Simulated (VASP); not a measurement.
# Si2W (Immm) in VASP: a series of runs

Runs on Si2W. Level: PBEsol. Tasks: single point.

Program: VASP 6.6.1. These are calculated values, not measurements. Logs are shortened: lines on timing, memory, paths and dates and some standing lists are left out, and cuts for length are marked.

### 1 The cell of the first run

Symmetry: Immm, No. 71, orthorhombic system. Conventional cell: a = 3.106 Å, b = 3.227 Å, c = 7.874 Å, α = 90.00°, β = 90.00°, γ = 90.00°. Within 3.4 Å of Si (site symmetry mm2) lie 5 W at 2.59 to 2.63 Å and 9 Si at 2.60 to 3.23 Å. W (site symmetry mmm) has 10 Si at 2.59 to 2.63 Å and 4 W at 3.11 to 3.23 Å within 3.4 Å.

### 2 Single point, PBEsol (uniaxial strain along a: -3.0 %)

INCAR reads:

```
SYSTEM = Si2W
PREC     = Accurate       ! precision mode
ENCUT    = 520            ! plane-wave cutoff, eV
EDIFF    = 1E-6           ! SCF threshold, eV
ISMEAR   = 0              ! smearing method
SIGMA    = 0.1            ! smearing width, eV
LREAL    = .False.        ! projectors in reciprocal space
LASPH    = .True.         ! aspherical terms in the spheres
NELM     = 80             ! most SCF steps
ALGO     = Normal         ! electronic algorithm
ISIF     = 2              ! what is computed and relaxed
LWAVE    = .False.        ! write WAVECAR
LCHARG   = .True.         ! write CHGCAR
GGA      = PS             ! functional
LELF     = .True.         ! ELF
LVHAR    = .True.       
NBANDS   = 31             ! bands
```

KPOINTS reads:

```
regular mesh
0
Gamma
  12 12 6
  0 0 0
```

POSCAR reads:

```
Si2W
1.0
    3.1064245753      0.0000000000      0.0000000000
    0.0000000000      3.2265183089      0.0000000000
    0.0000000000      0.0000000000      7.8743505225
Si W
4 2
Direct
    0.0000000000      0.0000000000      0.3343718580
    0.5000000000      0.5000000000      0.1656281420
    0.5000000000      0.5000000000      0.8343718580
    0.0000000000      0.0000000000      0.6656281420
    0.0000000000      0.0000000000      0.0000000000
    0.5000000000      0.5000000000      0.5000000000
```

Potentials or basis: VASP PAW PBE potentials, release 64 (Si, W_sv).

Launch:

```sh
$ cat potpaw_PBE.64/Si/POTCAR potpaw_PBE.64/W_sv/POTCAR > POTCAR
$ mpirun -np 1 vasp_std > vasp.out
```

OUTCAR:

```text
SYSTEM = Si2W
   PREC = Accurate
   ENCUT = 520
   EDIFF = 1E-6
   ISMEAR = 0
   LREAL = .False.
   LASPH = .True.
   NELM = 80
   ISIF = 2
   GGA = PS

 ion  position               nearest neighbor table
   1  0.000  0.000  0.334-   6 2.59   6 2.59   6 2.59   6 2.59   2 2.60   2 2.60   2 2.60   2 2.60
                             4 2.61   5 2.63
   2  0.500  0.500  0.166-   5 2.59   5 2.59   5 2.59   5 2.59   1 2.60   1 2.60   1 2.60   1 2.60
                             3 2.61   6 2.63
   3  0.500  0.500  0.834-   5 2.59   5 2.59   5 2.59   5 2.59   4 2.60   4 2.60   4 2.60   4 2.60
                             2 2.61   6 2.63
   4  0.000  0.000  0.666-   6 2.59   6 2.59   6 2.59   6 2.59   3 2.60   3 2.60   3 2.60   3 2.60
                             1 2.61   5 2.63
   5  0.000  0.000  0.000-   2 2.59   3 2.59   2 2.59   3 2.59   2 2.59   3 2.59   2 2.59   3 2.59
                             1 2.63   4 2.63
   6  0.500  0.500  0.500-   1 2.59   4 2.59   1 2.59   4 2.59   1 2.59   4 2.59   1 2.59   4 2.59
                             3 2.63   2 2.63

  LATTYP: Found a simple orthorhombic cell.
 ALAT       =     3.1064245753
 B/A-ratio  =     1.0386597938
 C/A-ratio  =     2.5348597179

  Lattice vectors:

 A1 = (   3.1064245753,   0.0000000000,   0.0000000000)
 A2 = (   0.0000000000,   3.2265183089,   0.0000000000)
 A3 = (   0.0000000000,   0.0000000000,   7.8743505225)

Analysis of symmetry for initial positions (statically):
=====================================================================
 Subroutine PRICEL returns following result:

  LATTYP: Found a body centered orthorhombic cell.
 ALAT       =     3.1064245753
 B/A-ratio  =     1.0386597938
 C/A-ratio  =     2.5348597179

  Lattice vectors:

 A1 = (  -1.5532122877,   1.6132591544,   3.9371752612)
 A2 = (   1.5532122876,  -1.6132591544,   3.9371752613)
 A3 = (   1.5532122877,   1.6132591545,  -3.9371752612)

   2 primitive cells build up your supercell.

 Routine SETGRP: Setting up the symmetry group for a
 simple orthorhombic supercell.

 Subroutine GETGRP returns: Found  8 space group operations
 (whereof  8 operations were pure point group operations)
 out of a pool of  8 trial point group operations.

The static configuration has the point symmetry D_2h.

Analysis of symmetry for dynamics (positions and initial velocities):
=====================================================================
 Subroutine PRICEL returns following result:

  LATTYP: Found a body centered orthorhombic cell.
 ALAT       =     3.1064245753
 B/A-ratio  =     1.0386597938
 C/A-ratio  =     2.5348597179

  Lattice vectors:

 A1 = (  -1.5532122877,   1.6132591544,   3.9371752612)
 A2 = (   1.5532122876,  -1.6132591544,   3.9371752613)
 A3 = (   1.5532122877,   1.6132591545,  -3.9371752612)

   2 primitive cells build up your supercell.

 Routine SETGRP: Setting up the symmetry group for a
 simple orthorhombic supercell.

 Subroutine GETGRP returns: Found  8 space group operations
 (whereof  8 operations were pure point group operations)
 out of a pool of  8 trial point group operations.

The dynamic configuration has the point symmetry D_2h.

 Subroutine INISYM returns: Found  8 space group operations
 (whereof  8 operations are pure point group operations),
 and found     2 'primitive' translations

----------------------------------------------------------------------------------------

                                     Primitive cell

  volume of cell :      39.4621

  direct lattice vectors                    reciprocal lattice vectors
    -1.553212288  1.613259154  3.937175261    -0.000000000  0.309931606  0.126994601
     1.553212288 -1.613259154  3.937175261     0.321913498  0.000000000  0.126994601
     1.553212288  1.613259154 -3.937175261     0.321913498  0.309931606  0.000000000

  length of vectors
     4.529505773  4.529505773  4.529505773     0.334940635  0.346057695  0.446862283

  position of ions in fractional coordinates (direct lattice)
     0.334371858  0.334371858  0.000000000
     0.665628142  0.665628142  0.000000000
     0.000000000  0.000000000  0.000000000

  ion indices of the primitive-cell ions
   primitive index   ion index
                 1           1
                 2           4
                 3           5

----------------------------------------------------------------------------------------

 KPOINTS: regular mesh

Automatic generation of k-mesh.
 Grid dimensions read from file:
 generate k-points for:   12   12    6

 Generating k-lattice:

  Cartesian coordinates                     Fractional coordinates (reciprocal lattice)
     0.026826125  0.000000000  0.000000000     0.083333333  0.000000000  0.000000000
     0.000000000  0.025827634  0.000000000     0.000000000  0.083333333  0.000000000
     0.000000000  0.000000000  0.021165767     0.000000000  0.000000000  0.166666667

  Length of vectors
     0.026826125  0.025827634  0.021165767

  Shift w.r.t. Gamma in fractional coordinates (k-lattice)
     0.000000000  0.000000000  0.000000000

 Subroutine IBZKPT returns following result:
 ===========================================

 Found    196 irreducible k-points:

 Following reciprocal coordinates:
            Coordinates               Weight
  0.000000  0.000000  0.000000      1.000000
  0.083333  0.000000  0.000000      2.000000
  0.166667  0.000000  0.000000      2.000000
  0.250000  0.000000  0.000000      2.000000
  0.333333  0.000000  0.000000      2.000000
  0.416667  0.000000  0.000000      2.000000
[... 16 lines left out ...]
  0.083333  0.250000  0.000000      4.000000
  0.166667  0.250000  0.000000      4.000000
 [... further k-points ...]
   k-points           NKPTS =    196   k-points in BZ     NKDIM =    196   number of bands    NBANDS=     31
   number of dos      NEDOS =    301   number of ions     NIONS =      6
   total plane-waves  NPLWV =  34560
   dimension x,y,z NGX =    24 NGY =   24 NGZ =   60
   dimension x,y,z NGXF=    48 NGYF=   48 NGZF=  120
   ions per type =               4   2
   NGX,Y,Z   is equivalent  to a cutoff of  12.84, 12.37, 12.67 a.u.
   NGXF,Y,Z  is equivalent  to a cutoff of  25.69, 24.73, 25.33 a.u.
 SYSTEM =  Si2W
   PREC   = accura    normal or accurate (medium, high low for compatibility)
   ISTART =      0    job   : 0-new  1-cont  2-samecut
   ICHARG =      2    charge: 1-file 2-atom 10-const
   ISPIN  =      1    spin polarized calculation?
   LNONCOLLINEAR =      F non collinear calculations
   LSORBIT =      F    spin-orbit coupling
   LASPH  =      T    aspherical Exc in radial PAW
   ENCUT  =  520.0 eV  38.22 Ry    6.18 a.u.   5.78  6.00 14.64*2*pi/ulx,y,z
   NELM   =     80;   NELMIN=  2; NELMDL= -5     # of ELM steps
   EDIFF  = 0.1E-05   stopping-criterion for ELM
   LREAL  =      F    real-space projection
   EDIFFG = 0.1E-04   stopping-criterion for IOM
   NSW    =      0    number of steps for IOM
   IBRION =     -1    ionic relax: 0-MD 1-quasi-New 2-CG
   NFREE  =      0    steps in history (QN), initial steepest desc. (CG)
   ISIF   =      2    stress and relaxation
   ISYM   =      2    0-nonsym 1-usesym 2-fastsym
   POTIM  = 0.5000    time-step for ionic-motion
   TEBEG  =    0.0;   TEEND  =   0.0 temperature during run
   PSTRESS=    0.0 pullay stress
   NELECT =      44.0000    total number of electrons
   NUPDOWN=      -1.0000    fix difference up-down
   EMIN   =  10.00;   EMAX   =-10.00  energy-range for DOS
   EFERMI =   0.00;   METHOD = LEGACY
   ISMEAR =     0;   SIGMA  =   0.10  broadening in eV -4-tet -1-fermi 0-gaus
   EFERMI_NEDOS =   21; number of points for ismear=-14 and -15
   IALGO  =     38    algorithm
   IMIX   =      4    mixing-type and parameters
     AMIX     =   0.40;   BMIX     =  1.00
     AMIX_MAG =   1.60;   BMIX_MAG =  1.00
  volume/ion in A,a.u.               =      13.15        88.77
  Fermi-wavevector in a.u.,A,eV,Ry     =   1.347377  2.546174 24.700357  1.815425
  Thomas-Fermi vector in A             =   2.475133
   LORBIT       =      0    0 simple, 1 ext, 2 COOP (PROOUT), +10 PAW based schemes
   GGA     = PS    functional components
   LHFCALC =     F    Hartree Fock is set to
   AEXX    =    0.0000 exact exchange contribution
   IVDW    =     0    specifies the selected vdW correction
   LEPSILON=     F    determine dielectric tensor
   LRPA    =     F    only Hartree local field effects (RPA)
 non-spin polarized calculation
 Gauss-broadening in eV      SIGMA  =   0.10
  energy-cutoff  :      520.00
  volume of cell :       78.92
 maximum number of plane-waves:      2158
 NGX is ok and might be reduce to    24
   NGX = 11   NGY = 11   NGZ = 29

 number of electron      44.0000003 magnetization

 Free energy of the ion-electron system (eV)
  ---------------------------------------------------
  ext. energy  EPLUGINS =         0.00000000
  ---------------------------------------------------
  free energy    TOTEN  =       -53.18270685 eV

  energy without entropy =      -53.17981300  energy(sigma->0) =      -53.18125992

 E-fermi :  12.3018     XC(G=0): -12.7247

 val. band max:       12.2810599846   @ k =   0.0833   0.1667   0.1667
 cond. band min:      12.3279966128   @ k =   0.0000   0.0833   0.1667
 fundamental gap:      0.0469366282
 Fermi energy:        12.3018183893

 k-point     1 :       0.0000    0.0000    0.0000
  band No.  band energies     occupation
      1     -61.5252      2.00000
      2     -61.5250      2.00000
      3     -25.8483      2.00000
      4     -25.8302      2.00000
      5     -25.8219      2.00000
      6     -25.8206      2.00000
[... 23 lines left out ...]
     30      16.8309      0.00000
     31      17.1648      0.00000

 k-point     2 :       0.0833    0.0000    0.0000
  band No.  band energies     occupation
      1     -61.5244      2.00000
      2     -61.5243      2.00000
      3     -25.8456      2.00000
      4     -25.8281      2.00000
      5     -25.8199      2.00000
      6     -25.8186      2.00000
[... 740 lines left out ...]
 k-point    24 :       0.1667    0.2500    0.0000
  band No.  band energies     occupation
      1     -61.5185      2.00000
      2     -61.5184      2.00000
      3     -25.9216      2.00000
      4     -25.9209      2.00000
      5     -25.8234      2.00000
      6     -25.8123      2.00000
[... 23 lines left out ...]
     30      17.2102      0.00000
     31      17.5335      0.00000

 [... further k-points ...]

------------------------ aborting loop because EDIFF is reached ----------------------------------------

  FORCE on cell =-STRESS in cart. coord.  units (eV):
  Direction    XX          YY          ZZ          XY          YZ          ZX
  --------------------------------------------------------------------------------------
  -------------------------------------------------------------------------------------
  Total        6.2018418      0.2063941     -0.6220068      0.0000000      0.0000000      0.0000000
  in kB      125.8987954      4.1898468    -12.6268790      0.0000000      0.0000000      0.0000000
  external PRESSURE =      39.1539211 kB  Pullay stress =       0.0000000 kB

 VOLUME and BASIS-vectors are now :
 -----------------------------------------------------------------------------
  energy-cutoff  :      520.00
  volume of cell :       78.92
      direct lattice vectors                 reciprocal lattice vectors
     3.106424575  0.000000000  0.000000000     0.321913498  0.000000000  0.000000000
     0.000000000  3.226518309  0.000000000     0.000000000  0.309931606  0.000000000
     0.000000000  0.000000000  7.874350523     0.000000000  0.000000000  0.126994601

 POSITION                                       TOTAL-FORCE (eV/Angst)
 -----------------------------------------------------------------------------------
      0.00000      0.00000      2.63296         0.000000     -0.000000     -0.018879
      1.55321      1.61326      1.30421        -0.000000      0.000000      0.018879
      1.55321      1.61326      6.57014        -0.000000      0.000000     -0.018879
      0.00000      0.00000      5.24139        -0.000000      0.000000      0.018879
      0.00000      0.00000      0.00000        -0.000000     -0.000000      0.000000
      1.55321      1.61326      3.93718         0.000000     -0.000000      0.000000
 -----------------------------------------------------------------------------------
    total drift:                                0.000000      0.000000     -0.000000

  FREE ENERGIE OF THE ION-ELECTRON SYSTEM (eV)
  ---------------------------------------------------
  free  energy   TOTEN  =       -53.1827068476 eV

  energy  without entropy=      -53.1798129995  energy(sigma->0) =      -53.18125992
```

Wall time 2.9 min (1 thread of Intel Xeon Platinum 8559C (Emerald Rapids), shared host); peak memory 0.46 GiB.

What came out:

| Property | Result |
| --- | --- |
| Free energy | -53.1827 eV |
| Pressure | 3.9 GPa |
| Largest force | 0.019 eV/Å |
| Band gap on the k mesh | zero (bands 22 and 23 overlap by 1.20 eV) |

Forces on the atoms (eV/Å):
```
Si   0.000  0.000 -0.019
Si   0.000  0.000  0.019
Si   0.000  0.000 -0.019
Si   0.000  0.000  0.019
W    0.000  0.000  0.000
W    0.000  0.000  0.000
```

Caveat: the cell differs from its parent crystal (uniaxial strain along a: -3.0 %); the cell stands under pressure; the PAW data sets were made with another functional, which shifts forces and pressure a little; spin-orbit coupling is left out, which moves the levels of the heavy elements.

(Part 1 of 2 ends here.)
